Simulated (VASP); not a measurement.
# PdCl (CsCl type) (Pm-3m) in VASP: notebook, part 2 of 2

VASP 6.6.1. The steps go on from the part before.

## 3. Single point, PBE (volume scaled by 0.75)

File INCAR:

```
SYSTEM = PdCl
ALGO = Normal
EDIFF = 1E-6
ENCUT = 520
GGA = PE
ISIF = 2
ISMEAR = -1
LASPH = .TRUE.
LCHARG = .FALSE.
LREAL = .FALSE.
LWAVE = .FALSE.
NBANDS = 16
NELM = 60
PREC = Accurate
SIGMA = 0.08
```

File KPOINTS:

```
k-points
0
G
  15 15 15
  0 0 0
```

File POSCAR:

```
PdCl
1.0
    2.9506142622      0.0000000000      0.0000000000
    0.0000000000      2.9506142622      0.0000000000
    0.0000000000      0.0000000000      2.9506142622
Pd Cl
1 1
Direct
    0.0000000000      0.0000000000      0.0000000000
    0.5000000000      0.5000000000      0.5000000000
```

Potentials or basis: VASP PAW PBE potentials, release 64 (Pd, Cl).

Run with:

```
cat potpaw_PBE.64/Pd/POTCAR potpaw_PBE.64/Cl/POTCAR > POTCAR
mpirun -np 1 vasp_std > vasp.out
```

OUTCAR:

```text
SYSTEM = PdCl
   EDIFF = 1E-6
   ENCUT = 520
   GGA = PE
   ISIF = 2
   ISMEAR = -1
   LASPH = .TRUE.
   LREAL = .FALSE.
   NELM = 60
   PREC = Accurate

 ion  position               nearest neighbor table
   1  0.000  0.000  0.000-   2 2.56   2 2.56   2 2.56   2 2.56   2 2.56   2 2.56   2 2.56   2 2.56

   2  0.500  0.500  0.500-   1 2.56   1 2.56   1 2.56   1 2.56   1 2.56   1 2.56   1 2.56   1 2.56

  LATTYP: Found a simple cubic cell.
 ALAT       =     2.9506142622

  Lattice vectors:

 A1 = (   2.9506142622,   0.0000000000,   0.0000000000)
 A2 = (   0.0000000000,   2.9506142622,   0.0000000000)
 A3 = (   0.0000000000,   0.0000000000,   2.9506142622)

Analysis of symmetry for initial positions (statically):
=====================================================================
 Subroutine PRICEL returns:
 Original cell was already a primitive cell.

 Routine SETGRP: Setting up the symmetry group for a
 simple cubic supercell.

 Subroutine GETGRP returns: Found 48 space group operations
 (whereof 48 operations were pure point group operations)
 out of a pool of 48 trial point group operations.

The static configuration has the point symmetry O_h .

Analysis of symmetry for dynamics (positions and initial velocities):
=====================================================================
 Subroutine PRICEL returns:
 Original cell was already a primitive cell.

 Routine SETGRP: Setting up the symmetry group for a
 simple cubic supercell.

 Subroutine GETGRP returns: Found 48 space group operations
 (whereof 48 operations were pure point group operations)
 out of a pool of 48 trial point group operations.

The dynamic configuration has the point symmetry O_h .

 Subroutine INISYM returns: Found 48 space group operations
 (whereof 48 operations are pure point group operations),
 and found     1 'primitive' translations

----------------------------------------------------------------------------------------

[... 106 lines left out ...]
   EFERMI =   0.00;   METHOD = LEGACY
   ISMEAR =    -1;   SIGMA  =   0.08  broadening in eV -4-tet -1-fermi 0-gaus
   EFERMI_NEDOS =   21; number of points for ismear=-14 and -15
   IALGO  =     38    algorithm
   IMIX   =      4    mixing-type and parameters
     AMIX     =   0.40;   BMIX     =  1.00
     AMIX_MAG =   1.60;   BMIX_MAG =  1.00
  volume/ion in A,a.u.               =      12.84        86.68
  Fermi-wavevector in a.u.,A,eV,Ry     =   1.426632  2.695944 27.691659  2.035280
  Thomas-Fermi vector in A             =   2.546888
   LORBIT       =      0    0 simple, 1 ext, 2 COOP (PROOUT), +10 PAW based schemes
   GGA     = PE    functional components
   LHFCALC =     F    Hartree Fock is set to
   AEXX    =    0.0000 exact exchange contribution
   IVDW    =     0    specifies the selected vdW correction
   LEPSILON=     F    determine dielectric tensor
   LRPA    =     F    only Hartree local field effects (RPA)
 non-spin polarized calculation
  energy-cutoff  :      520.00
  volume of cell :       25.69
 maximum number of plane-waves:       739
 NGX is ok and might be reduce to    24
   NGX = 11   NGY = 11   NGZ = 11

 number of electron      17.0000001 magnetization

 Free energy of the ion-electron system (eV)
  ---------------------------------------------------
  ext. energy  EPLUGINS =         0.00000000
  ---------------------------------------------------
  free energy    TOTEN  =        -5.72277548 eV

  energy without entropy =       -5.68884970  energy(sigma->0) =       -5.70581259

 E-fermi :  11.6822     XC(G=0): -13.0660

 val. band max:       11.6795810793   @ k =   0.3333   0.0667   0.0667
 cond. band min:      11.6869253873   @ k =   0.3333   0.2000   0.1333
 fundamental gap:      0.0073443081
 Fermi energy:        11.6821906093

 k-point     1 :       0.0000    0.0000    0.0000
  band No.  band energies     occupation
      1      -7.4937      2.00000
      2       6.9033      2.00000
      3       6.9033      2.00000
      4       7.6910      2.00000
      5       7.6910      2.00000
      6       7.6910      2.00000
[... 433 lines left out ...]
      3       5.2810      2.00000
      4       6.7840      2.00000
      5       7.8345      2.00000
      6       9.3666      2.00000
[... 8 lines left out ...]
     15      26.9195      0.00000
     16      28.0718      0.00000

 [... further k-points ...]
[... 5 lines left out ...]
  --------------------------------------------------------------------------------------
  -------------------------------------------------------------------------------------
  Total        7.4533363      7.4533363      7.4533363     -0.0000000     -0.0000000     -0.0000000
  in kB      464.8619354    464.8619354    464.8619354     -0.0000000     -0.0000000     -0.0000000
  external PRESSURE =     464.8619354 kB  Pullay stress =       0.0000000 kB

 VOLUME and BASIS-vectors are now :
 -----------------------------------------------------------------------------
  energy-cutoff  :      520.00
  volume of cell :       25.69
      direct lattice vectors                 reciprocal lattice vectors
     2.950614262  0.000000000  0.000000000     0.338912481  0.000000000  0.000000000
     0.000000000  2.950614262  0.000000000     0.000000000  0.338912481  0.000000000
     0.000000000  0.000000000  2.950614262     0.000000000  0.000000000  0.338912481

 POSITION                                       TOTAL-FORCE (eV/Angst)
 -----------------------------------------------------------------------------------
      0.00000      0.00000      0.00000         0.000000      0.000000      0.000000
      1.47531      1.47531      1.47531         0.000000      0.000000      0.000000
 -----------------------------------------------------------------------------------
    total drift:                                0.000000      0.000000     -0.000000

  FREE ENERGIE OF THE ION-ELECTRON SYSTEM (eV)
  ---------------------------------------------------
  free  energy   TOTEN  =        -5.7227754752 eV

  energy  without entropy=       -5.6888497023  energy(sigma->0) =       -5.70581259
```

stdout:

```text
POSCAR found type information on POSCAR PdCl
 POSCAR found :  2 types and       2 ions
 scaLAPACK will be used
 LDA part: xc-table for (Slater+PW92), standard interpolation
 POSCAR, INCAR and KPOINTS ok, starting setup
 FFT: planning ... GRIDC
 FFT: planning ... GRID_SOFT
 FFT: planning ... GRID
 WAVECAR not read
 entering main loop
```

Run time: 56 s. Hardware: 1 thread of AMD EPYC 7R13, shared host; peak memory 0.15 GiB.

Results:

```
Free energy : -5.7228 eV
Pressure    : 46.5 GPa
```

Caveat: the cell differs from its parent crystal (volume scaled by 0.75); an odd number of electrons without spin polarisation forces a metal; a magnetic or distorted state may lie lower.

## 4. Single point, PBE (volume scaled by 0.85)

File INCAR:

```
ALGO     = Normal         # electronic algorithm
EDIFF    = 1E-7           # SCF threshold, eV
ENCUT    = 520            # plane-wave cutoff, eV
GGA      = PE             # functional
ISIF     = 2              # what is computed and relaxed
ISMEAR   = -1             # smearing method
LASPH    = True           # aspherical terms in the spheres
LCHARG   = False          # write CHGCAR
LREAL    = False          # projectors in reciprocal space
LWAVE    = False          # write WAVECAR
NBANDS   = 16             # bands
NELM     = 80             # most SCF steps
PREC     = Accurate       # precision mode
SIGMA    = 0.08           # smearing width, eV
```

File KPOINTS:

```
k-points
0
Gamma
  15 15 15
```

File POSCAR:

```
PdCl
1.0
    3.0763210562      0.0000000000      0.0000000000
    0.0000000000      3.0763210562      0.0000000000
    0.0000000000      0.0000000000      3.0763210562
Pd Cl
1 1
Direct
    0.0000000000      0.0000000000      0.0000000000
    0.5000000000      0.5000000000      0.5000000000
```

Run with:

```
cat potpaw_PBE.64/Pd/POTCAR potpaw_PBE.64/Cl/POTCAR > POTCAR
mpirun -np 1 vasp_std > vasp.out
```

It took 70 s on 1 thread of AMD EPYC 7R13, shared host; peak memory 0.15 GiB.

Results (log left out):

| Property | Result |
| --- | --- |
| Free energy | -6.3864 eV |
| Pressure | 18.5 GPa |

Levels at points of the mesh, in eV from the Fermi level:
| k point | band 5 | band 6 | band 7 | band 8 | band 9 | band 10 | band 11 | band 12 | band 13 | band 14 |
| --- | --- | --- | --- | --- | --- | --- | --- | --- | --- | --- |
| (0.00, 0.00, 0.00) | -3.51 | -3.51 | -1.46 | -1.46 | -1.46 | 1.08 | 8.90 | 8.90 | 16.68 | 16.68 |

Caveat: the cell differs from its parent crystal (volume scaled by 0.85); an odd number of electrons without spin polarisation forces a metal; a magnetic or distorted state may lie lower.

## 5. Single point, PBE (volume scaled by 0.95)

File INCAR:

```
  ALGO = Normal
  EDIFF = 1E-6
  ENCUT = 520
  GGA = PE
  ISIF = 2
  ISMEAR = -1
  LASPH = T
  LCHARG = F
  LREAL = F
  LWAVE = F
  NBANDS = 16
  NELM = 60
  PREC = Accurate
  SIGMA = 0.08
```

KPOINTS is that of step 4.

File POSCAR:

```
PdCl
1.0
    3.1925169955      0.0000000000      0.0000000000
    0.0000000000      3.1925169955      0.0000000000
    0.0000000000      0.0000000000      3.1925169955
Pd Cl
1 1
Direct
    0.0000000000      0.0000000000      0.0000000000
    0.5000000000      0.5000000000      0.5000000000
```

Run with:

```
cat potpaw_PBE.64/Pd/POTCAR potpaw_PBE.64/Cl/POTCAR > POTCAR
mpirun -np 1 vasp_std > vasp.out
```

It took 64 s on 1 thread of AMD EPYC 7R13, shared host; peak memory 0.15 GiB.

It converged, with:

- Free energy: -6.6150 eV
- Pressure: 4.2 GPa

Levels at points of the mesh, in eV from the Fermi level:
```tsv
k point	band 5	band 6	band 7	band 8	band 9	band 10	band 11	band 12	band 13	band 14
(0.00, 0.00, 0.00)	-2.99	-2.99	-1.14	-1.14	-1.14	0.72	9.00	9.00	15.52	15.52
```

Caveat: the cell differs from its parent crystal (volume scaled by 0.95); an odd number of electrons without spin polarisation forces a metal; a magnetic or distorted state may lie lower.

## 6. Single point, PBE

This run uses another cell than the first one, of 17.13 Å³/atom, 1.538 times its volume.

INCAR: that of step 5 with these lines changed.

```diff
@@ -11,3 +11,3 @@
   NBANDS = 16
-  NELM = 60
+  NELM = 80
   PREC = Accurate
```

KPOINTS is that of step 5.

File POSCAR:

```
PdCl
1.0
    3.2475712111      0.0000000000      0.0000000000
    0.0000000000      3.2475712111      0.0000000000
    0.0000000000      0.0000000000      3.2475712111
Pd Cl
1 1
Direct
    0.0000000000      0.0000000000      0.0000000000
    0.5000000000      0.5000000000      0.5000000000
```

Potentials or basis: VASP PAW PBE potentials, release 64 (Pd, Cl).

Run with:

```
cat potpaw_PBE.64/Pd/POTCAR potpaw_PBE.64/Cl/POTCAR > POTCAR
mpirun -np 1 vasp_std > vasp.out
```

Run time: 64 s. Hardware: 1 thread of AMD EPYC 7R13, shared host; peak memory 0.16 GiB.

It converged, with:

```yaml
Free_energy: -6.6367 eV
Pressure: -0.1 GPa
```

Levels at points of the mesh, in eV from the Fermi level:
| k point | band 5 | band 6 | band 7 | band 8 | band 9 | band 10 | band 11 | band 12 | band 13 | band 14 |
| --- | --- | --- | --- | --- | --- | --- | --- | --- | --- | --- |
| (0.00, 0.00, 0.00) | -2.69 | -2.69 | -1.02 | -1.02 | -1.02 | 0.61 | 9.05 | 9.05 | 15.02 | 15.02 |

Caveat: an odd number of electrons without spin polarisation forces a metal; a magnetic or distorted state may lie lower.

## 7. The runs side by side

| cell | gap on the mesh (eV) | pressure (GPa) |
| --- | --- | --- |
| a = 2.813 Å, 2 atoms | none | 102.5 |
| a = 2.951 Å, 2 atoms | none | 46.5 |
| a = 3.076 Å, 2 atoms | none | 18.5 |
| a = 3.193 Å, 2 atoms | none | 4.2 |
| a = 3.248 Å, 2 atoms | none | -0.1 |

Alike in all rows: task single point; level PBE; potentials or basis VASP PAW PBE potentials, release 64 (Pd, Cl); no spin polarisation; k mesh 15 × 15 × 15; cutoff (eV) 520; smearing fermi-dirac 0.08 eV.

Caveats: an odd number of electrons without spin polarisation forces a metal; a magnetic or distorted state may lie lower.

Total energies depend on the potentials used, so only differences within one code and one set of settings carry meaning.
